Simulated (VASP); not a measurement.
Pt, 1 atom in the cell. The typed cell holds 1 atom: a = 2.716 Å, b = 2.768 Å, c = 2.698 Å, α = 110.68°, β = 107.29°, γ = 108.83°.  This cell differs from its parent crystal: the cell strained at random.

* Program: VASP 6.6.1
* Task: single point
* Functional: PBE
* Potentials or basis: VASP PAW PBE potentials, release 64 (Pt)
* Cutoff: 520 eV
* k mesh: 12 × 12 × 12
* Occupations: fermi-dirac, width 0.05 eV
* Spin: no spin polarisation
* Dipole correction: no
* Further INCAR settings: ALGO = Fast; EDIFF = 1e-06; NBANDS = 11

Potentials or basis: VASP PAW PBE potentials, release 64 (Pt).

Run with:

```bash
$ cat potpaw_PBE.64/Pt/POTCAR > POTCAR
$ mpirun -np 1 vasp_std > vasp.out
```

Hardware: 1 thread of AMD EPYC 7R13, on a shared host.

Question: How long does it take, and how much memory?

Answer: Wall time 4.5 min on 1 thread of AMD EPYC 7R13, with other jobs on the host, peak memory 0.23 GiB. Counts: scf iterations 12, k points 868.
